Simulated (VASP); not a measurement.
# O (R-3m) in VASP: further runs

O is run at these levels: PBEsol; tasks: single point, relaxation of cell and atoms.

Program: VASP 6.6.1. These are calculated values, not measurements. Logs are shortened: lines on timing, memory, paths and dates and some standing lists are left out, and cuts for length are marked.

## (1) The cell of the first run

It takes space group R-3m (No. 166, trigonal). The conventional cell has a = 2.358 Å, b = 2.358 Å, c = 10.632 Å, α = 90.00°, β = 90.00°, γ = 120.00°. Within 1.6 Å of O (site symmetry 3m) lie 1 O at 1.20 Å.

## (2) Single point, PBEsol

Contents of INCAR:

```
SYSTEM = O
PREC = Accurate ; ENCUT = 520
EDIFF = 1E-6 ; ISMEAR = -1
SIGMA = 0.05 ; LREAL = .FALSE.
LASPH = .TRUE. ; NELM = 60
ALGO = Normal ; ISIF = 2
LWAVE = .FALSE. ; LCHARG = .TRUE.
GGA = PS ; LELF = .TRUE.
LVHAR = .TRUE. ; NBANDS = 13
```

Contents of KPOINTS:

```
regular mesh
0
G
  9 9 9
  0 0 0
```

Contents of POSCAR:

```
O
1.0
    1.1788493465      0.6806089875      3.5439858083
   -1.1788493465      0.6806089875      3.5439858083
    0.0000000000     -1.3612179750      3.5439858083
O
2
Direct
    0.0564787681      0.0564787681      0.0564787681
    0.9435212319      0.9435212319      0.9435212319
```

Potentials or basis: VASP PAW PBE potentials, release 64 (O).

Command:

```sh
$ cat potpaw_PBE.64/O/POTCAR > POTCAR
$ mpirun -np 1 vasp_std > vasp.out
```

OUTCAR:

```text
SYSTEM = O
   PREC = Accurate
   ENCUT = 520
   EDIFF = 1E-6
   ISMEAR = -1
   LREAL = .FALSE.
   LASPH = .TRUE.
   NELM = 60
   ISIF = 2
   GGA = PS

 ion  position               nearest neighbor table
   1  0.056  0.056  0.056-   2 1.20
   2  0.944  0.944  0.944-   1 1.20

  LATTYP: Found a trigonal (rhomboedric) cell.
 ALAT       =     3.7964127522
 COS(alpha) =     0.8071588278

  Lattice vectors:

 A1 = (   1.1788493465,   0.6806089875,   3.5439858083)
 A2 = (  -1.1788493465,   0.6806089875,   3.5439858083)
 A3 = (   0.0000000000,  -1.3612179750,   3.5439858083)

Analysis of symmetry for initial positions (statically):
=====================================================================
 Subroutine PRICEL returns:
 Original cell was already a primitive cell.

 Routine SETGRP: Setting up the symmetry group for a
 trigonal (rhombohedral) supercell.

 Subroutine GETGRP returns: Found 12 space group operations
 (whereof 12 operations were pure point group operations)
 out of a pool of 12 trial point group operations.

The static configuration has the point symmetry D_3d.

Analysis of symmetry for dynamics (positions and initial velocities):
=====================================================================
 Subroutine PRICEL returns:
 Original cell was already a primitive cell.

 Routine SETGRP: Setting up the symmetry group for a
 trigonal (rhombohedral) supercell.

 Subroutine GETGRP returns: Found 12 space group operations
 (whereof 12 operations were pure point group operations)
 out of a pool of 12 trial point group operations.

The dynamic configuration has the point symmetry D_3d.

 Subroutine INISYM returns: Found 12 space group operations
 (whereof 12 operations are pure point group operations),
 and found     1 'primitive' translations

----------------------------------------------------------------------------------------

                                     Primitive cell

  volume of cell :      17.0608

  direct lattice vectors                    reciprocal lattice vectors
     1.178849347  0.680608987  3.543985808     0.424142408  0.244878733  0.094056058
    -1.178849347  0.680608987  3.543985808    -0.424142408  0.244878733  0.094056058
     0.000000000 -1.361217975  3.543985808     0.000000000 -0.489757466  0.094056058

  length of vectors
     3.796412752  3.796412752  3.796412752     0.498707247  0.498707247  0.498707247

  position of ions in fractional coordinates (direct lattice)
     0.056478768  0.056478768  0.056478768
     0.943521232  0.943521232  0.943521232

  ion indices of the primitive-cell ions
   primitive index   ion index
                 1           1
                 2           2

----------------------------------------------------------------------------------------

 KPOINTS: regular mesh

Automatic generation of k-mesh.
 Grid dimensions read from file:
 generate k-points for:    9    9    9

 Generating k-lattice:

  Cartesian coordinates                     Fractional coordinates (reciprocal lattice)
     0.047126934  0.027208748  0.010450673     0.111111111 -0.000000000  0.000000000
    -0.047126934  0.027208748  0.010450673    -0.000000000  0.111111111  0.000000000
     0.000000000 -0.054417496  0.010450673     0.000000000  0.000000000  0.111111111

  Length of vectors
     0.055411916  0.055411916  0.055411916

  Shift w.r.t. Gamma in fractional coordinates (k-lattice)
     0.000000000  0.000000000  0.000000000

 Subroutine IBZKPT returns following result:
 ===========================================

 Found     85 irreducible k-points:

 Following reciprocal coordinates:
            Coordinates               Weight
  0.000000  0.000000  0.000000      1.000000
  0.111111 -0.000000  0.000000      6.000000
  0.222222 -0.000000  0.000000      6.000000
  0.333333  0.000000 -0.000000      6.000000
  0.444444 -0.000000  0.000000      6.000000
  0.111111  0.111111  0.000000      6.000000
[... 16 lines left out ...]
 -0.333333  0.333333  0.000000      6.000000
  0.444444  0.444444  0.000000      6.000000
 [... further k-points ...]
   k-points           NKPTS =     85   k-points in BZ     NKDIM =     85   number of bands    NBANDS=     13
   number of dos      NEDOS =    301   number of ions     NIONS =      2
   total plane-waves  NPLWV =  21952
   dimension x,y,z NGX =    28 NGY =   28 NGZ =   28
   dimension x,y,z NGXF=    56 NGYF=   56 NGZF=   56
   ions per type =               2
   NGX,Y,Z   is equivalent  to a cutoff of  12.26, 12.26, 12.26 a.u.
   NGXF,Y,Z  is equivalent  to a cutoff of  24.52, 24.52, 24.52 a.u.
 SYSTEM =  O
   PREC   = accura    normal or accurate (medium, high low for compatibility)
   ISTART =      0    job   : 0-new  1-cont  2-samecut
   ICHARG =      2    charge: 1-file 2-atom 10-const
   ISPIN  =      1    spin polarized calculation?
   LNONCOLLINEAR =      F non collinear calculations
   LSORBIT =      F    spin-orbit coupling
   LASPH  =      T    aspherical Exc in radial PAW
   ENCUT  =  520.0 eV  38.22 Ry    6.18 a.u.   7.06  7.06  7.06*2*pi/ulx,y,z
   NELM   =     60;   NELMIN=  2; NELMDL= -5     # of ELM steps
   EDIFF  = 0.1E-05   stopping-criterion for ELM
   LREAL  =      F    real-space projection
   EDIFFG = 0.1E-04   stopping-criterion for IOM
   NSW    =      0    number of steps for IOM
   IBRION =     -1    ionic relax: 0-MD 1-quasi-New 2-CG
   NFREE  =      0    steps in history (QN), initial steepest desc. (CG)
   ISIF   =      2    stress and relaxation
   ISYM   =      2    0-nonsym 1-usesym 2-fastsym
   POTIM  = 0.5000    time-step for ionic-motion
   TEBEG  =    0.0;   TEEND  =   0.0 temperature during run
   PSTRESS=    0.0 pullay stress
   NELECT =      12.0000    total number of electrons
   NUPDOWN=      -1.0000    fix difference up-down
   EMIN   =  10.00;   EMAX   =-10.00  energy-range for DOS
   EFERMI =   0.00;   METHOD = LEGACY
   ISMEAR =    -1;   SIGMA  =   0.05  broadening in eV -4-tet -1-fermi 0-gaus
   EFERMI_NEDOS =   21; number of points for ismear=-14 and -15
   IALGO  =     38    algorithm
   IMIX   =      4    mixing-type and parameters
     AMIX     =   0.40;   BMIX     =  1.00
     AMIX_MAG =   1.60;   BMIX_MAG =  1.00
  volume/ion in A,a.u.               =       8.53        57.57
  Fermi-wavevector in a.u.,A,eV,Ry     =   1.455913  2.751277 28.840045  2.119683
  Thomas-Fermi vector in A             =   2.572893
   LORBIT       =      0    0 simple, 1 ext, 2 COOP (PROOUT), +10 PAW based schemes
   GGA     = PS    functional components
   LHFCALC =     F    Hartree Fock is set to
   AEXX    =    0.0000 exact exchange contribution
   IVDW    =     0    specifies the selected vdW correction
   LEPSILON=     F    determine dielectric tensor
   LRPA    =     F    only Hartree local field effects (RPA)
 non-spin polarized calculation
  energy-cutoff  :      520.00
  volume of cell :       17.06
 maximum number of plane-waves:       481
   NGX = 15   NGY = 15   NGZ = 15

 number of electron      11.9999998 magnetization

 Free energy of the ion-electron system (eV)
  ---------------------------------------------------
  ext. energy  EPLUGINS =         0.00000000
  ---------------------------------------------------
  free energy    TOTEN  =       -10.15280335 eV

  energy without entropy =      -10.14861254  energy(sigma->0) =      -10.15070795

 E-fermi :   2.9646     XC(G=0): -11.3440

 val. band max:        2.9389762033   @ k =  -0.4444   0.3333   0.3333
 cond. band min:       2.9780056920   @ k =   0.3333   0.1111   0.1111
 fundamental gap:      0.0390294888
 Fermi energy:         2.9646073914

 k-point     1 :       0.0000    0.0000    0.0000
  band No.  band energies     occupation
      1     -25.7995      2.00000
      2     -12.2094      2.00000
      3      -7.1740      2.00000
      4      -1.8796      2.00000
      5      -1.8796      2.00000
      6       4.6578      0.00000
      7       4.6578      0.00000
      8      13.9543      0.00000
      9      15.3784      0.00000
     10      16.9156      0.00000
     11      25.0781      0.00000
     12      29.7341      0.00000
     13      29.7341      0.00000

 k-point     2 :       0.1111   -0.0000    0.0000
  band No.  band energies     occupation
      1     -25.6398      2.00000
      2     -12.0507      2.00000
      3      -7.0335      2.00000
      4      -2.4975      2.00000
      5      -2.0191      2.00000
      6       4.1457      0.00000
      7       4.5363      0.00000
      8      13.8978      0.00000
      9      16.0319      0.00000
     10      17.2212      0.00000
     11      25.3905      0.00000
     12      26.9580      0.00000
     13      30.5699      0.00000

 k-point     3 :       0.2222   -0.0000    0.0000
  band No.  band energies     occupation
      1     -25.2129      2.00000
      2     -11.6132      2.00000
      3      -6.7705      2.00000
      4      -3.8216      2.00000
      5      -2.3590      2.00000
      6       2.8899      1.63310
      7       4.2362      0.00000
      8      13.7369      0.00000
      9      16.9067      0.00000
     10      18.5201      0.00000
     11      23.6705      0.00000
     12      26.3904      0.00000
     13      28.5747      0.00000
[... 305 lines left out ...]
 k-point    23 :      -0.3333    0.3333    0.0000
  band No.  band energies     occupation
      1     -24.0296      2.00000
      2     -10.4036      2.00000
      3      -6.1100      2.00000
      4      -5.9391      2.00000
      5      -4.0664      2.00000
      6       1.3021      2.00000
      7       1.6712      2.00000
      8      13.3880      0.00000
      9      19.3250      0.00000
     10      22.2779      0.00000
     11      22.4499      0.00000
     12      24.2127      0.00000
     13      24.6612      0.00000

 k-point    24 :       0.4444    0.4444    0.0000
  band No.  band energies     occupation
      1     -24.2754      2.00000
      2     -10.9775      2.00000
      3      -7.3761      2.00000
      4      -4.0726      2.00000
      5      -3.0795      2.00000
      6       0.1074      2.00000
      7       4.0132      0.00000
      8      12.6130      0.00000
      9      17.5457      0.00000
     10      20.0670      0.00000
     11      22.4974      0.00000
     12      25.0924      0.00000
     13      29.0987      0.00000

 [... further k-points ...]
[... 5 lines left out ...]
  --------------------------------------------------------------------------------------
  -------------------------------------------------------------------------------------
  Total        1.0276009      1.0276009      2.8234408      0.0000000      0.0000000      0.0000000
  in kB       96.5018916     96.5018916    265.1490426      0.0000000      0.0000000      0.0000000
  external PRESSURE =     152.7176086 kB  Pullay stress =       0.0000000 kB

 VOLUME and BASIS-vectors are now :
 -----------------------------------------------------------------------------
  energy-cutoff  :      520.00
  volume of cell :       17.06
      direct lattice vectors                 reciprocal lattice vectors
     1.178849347  0.680608987  3.543985808     0.424142408  0.244878733  0.094056058
    -1.178849347  0.680608987  3.543985808    -0.424142408  0.244878733  0.094056058
     0.000000000 -1.361217975  3.543985808     0.000000000 -0.489757466  0.094056058

 POSITION                                       TOTAL-FORCE (eV/Angst)
 -----------------------------------------------------------------------------------
      0.00000      0.00000      0.60048         0.000000     -0.000000      1.533881
      0.00000      0.00000     10.03148         0.000000      0.000000     -1.533881
 -----------------------------------------------------------------------------------
    total drift:                               -0.000000     -0.000000      0.000000

  FREE ENERGIE OF THE ION-ELECTRON SYSTEM (eV)
  ---------------------------------------------------
  free  energy   TOTEN  =       -10.1528033548 eV

  energy  without entropy=      -10.1486125370  energy(sigma->0) =      -10.15070795
```

Wall time 50 s (1 thread of Intel Xeon 8259CL, shared host); peak memory 0.15 GiB.

Results:

```yaml
Free_energy: -10.1528 eV
Pressure: 15.3 GPa
Largest_force: 1.534 eV/Å
Band_gap_on_the_k_mesh: zero (bands 6 and 7 overlap by 3.10 eV)
```

Forces on the atoms (eV/Å):
```
O    0.000  0.000  1.534
O    0.000  0.000 -1.534
```

Stress tensor (GPa, compression positive):
```
 9.65  0.00  0.00
 0.00  9.65  0.00
 0.00  0.00 26.51
```

Levels at points of the mesh, in eV from the Fermi level:
```tsv
k point	band 2	band 3	band 4	band 5	band 6	band 7	band 8	band 9	band 10	band 11
(0.00, 0.00, 0.00)	-15.17	-10.14	-4.84	-4.84	1.69	1.69	10.99	12.41	13.95	22.11
```

Caveat: the standard files for N, O and F lose accuracy on very short bonds; spin is off for a triplet molecule; the cell stands under pressure; this functional lacks dispersion, which holds the molecules together, so the pressure and a relaxed volume are unreliable; the PAW data sets were made with another functional, which shifts forces and pressure a little.

## (3) Single point, PBEsol

This run uses another cell than the first one, of 9.18 Å³/atom.

Contents of INCAR:

```
SYSTEM = O
PREC = Accurate
ENCUT = 520
EDIFF = 1E-7
ISMEAR = -1
SIGMA = 0.05
LREAL = .FALSE.
LASPH = .TRUE.
NELM = 60
ALGO = Normal
ISIF = 2
LWAVE = .FALSE.
LCHARG = .TRUE.
GGA = PS
LELF = .TRUE.
LVHAR = .TRUE.
NBANDS = 13
```

Contents of KPOINTS:

```
Automatic mesh
0
G
  9 9 9
  0 0 0
```

Contents of POSCAR:

```
O
1.0
    1.1975649426      0.6914144420      3.6964351718
   -1.1975649426      0.6914144420      3.6964351718
    0.0000000000     -1.3828288840      3.6964351718
O
2
Direct
    0.0542375217      0.0542375217      0.0542375217
    0.9457624783      0.9457624783      0.9457624783
```

Potentials or basis: VASP PAW PBE potentials, release 64 (O).

Command:

```sh
$ cat potpaw_PBE.64/O/POTCAR > POTCAR
$ mpirun -np 1 vasp_std > vasp.out
```

OUTCAR:

```text
SYSTEM = O
   PREC = Accurate
   ENCUT = 520
   EDIFF = 1E-7
   ISMEAR = -1
   LREAL = .FALSE.
   LASPH = .TRUE.
   NELM = 60
   ISIF = 2
   GGA = PS

 ion  position               nearest neighbor table
   1  0.054  0.054  0.054-   2 1.20
   2  0.946  0.946  0.946-   1 1.20

  LATTYP: Found a trigonal (rhomboedric) cell.
 ALAT       =     3.9466249761
 COS(alpha) =     0.8158480068

  Lattice vectors:

 A1 = (   1.1975649426,   0.6914144420,   3.6964351718)
[... 560 lines left out ...]
      7       3.2203      0.00000
      8      11.8459      0.00000
      9      16.6675      0.00000
     10      18.5570      0.00000
     11      20.8905      0.00000
     12      23.7883      0.00000
     13      27.2652      0.00000

 [... further k-points ...]
[... 5 lines left out ...]
  --------------------------------------------------------------------------------------
  -------------------------------------------------------------------------------------
  Total        0.5247090      0.5247090      2.2993584      0.0000000     -0.0000000      0.0000000
  in kB       45.7780477     45.7780477    200.6066745      0.0000000     -0.0000000      0.0000000
  external PRESSURE =      97.3875900 kB  Pullay stress =       0.0000000 kB

 VOLUME and BASIS-vectors are now :
 -----------------------------------------------------------------------------
  energy-cutoff  :      520.00
  volume of cell :       18.36
      direct lattice vectors                 reciprocal lattice vectors
     1.197564943  0.691414442  3.696435172     0.417513892  0.241051758  0.090176973
    -1.197564943  0.691414442  3.696435172    -0.417513892  0.241051758  0.090176973
     0.000000000 -1.382828884  3.696435172     0.000000000 -0.482103516  0.090176973

 POSITION                                       TOTAL-FORCE (eV/Angst)
 -----------------------------------------------------------------------------------
      0.00000      0.00000      0.60146         0.000000      0.000000      1.504096
      0.00000      0.00000     10.48785         0.000000      0.000000     -1.504096
 -----------------------------------------------------------------------------------
    total drift:                                0.000000     -0.000000      0.000000

  FREE ENERGIE OF THE ION-ELECTRON SYSTEM (eV)
  ---------------------------------------------------
  free  energy   TOTEN  =       -10.2151815406 eV

  energy  without entropy=      -10.2110958614  energy(sigma->0) =      -10.21313870
```

stdout:

```text
POSCAR found type information on POSCAR O
 POSCAR found :  1 types and       2 ions
 scaLAPACK will be used
 -----------------------------------------------------------------------------
|                                                                             |
|                                                                             |
|     You enforced a specific xc type in the INCAR file but a different       |
|     I HOPE YOU KNOW WHAT YOU ARE DOING!                                     |
|                                                                             |
 -----------------------------------------------------------------------------

 LDA part: xc-table for (Slater+PW92), standard interpolation
 POSCAR, INCAR and KPOINTS ok, starting setup
 FFT: planning ... GRIDC
 FFT: planning ... GRID_SOFT
 FFT: planning ... GRID
 WAVECAR not read
 entering main loop
```

It took 75 s on 1 thread of Intel Xeon 8259CL, shared host; peak memory 0.16 GiB.

Results:

```yaml
Free_energy: -10.2152 eV
Pressure: 9.7 GPa
Largest_force: 1.504 eV/Å
Band_gap_on_the_k_mesh: zero (bands 6 and 7 overlap by 2.90 eV)
```

Forces in eV/Å, atoms in the order of the input:
```
O    0.000  0.000  1.504
O    0.000  0.000 -1.504
```

Levels at points of the mesh, in eV from the Fermi level:
| k point | band 4 | band 5 | band 6 | band 7 | band 8 | band 9 |
| --- | --- | --- | --- | --- | --- | --- |
| (0.00, 0.00, 0.00) | -4.96 | -4.96 | 1.61 | 1.61 | 10.81 | 11.69 |

Caveat: the standard files for N, O and F lose accuracy on very short bonds; spin is off for a triplet molecule; the cell stands under pressure; this functional lacks dispersion, which holds the molecules together, so the pressure and a relaxed volume are unreliable; the PAW data sets were made with another functional, which shifts forces and pressure a little.

[end of part 1 of 2]
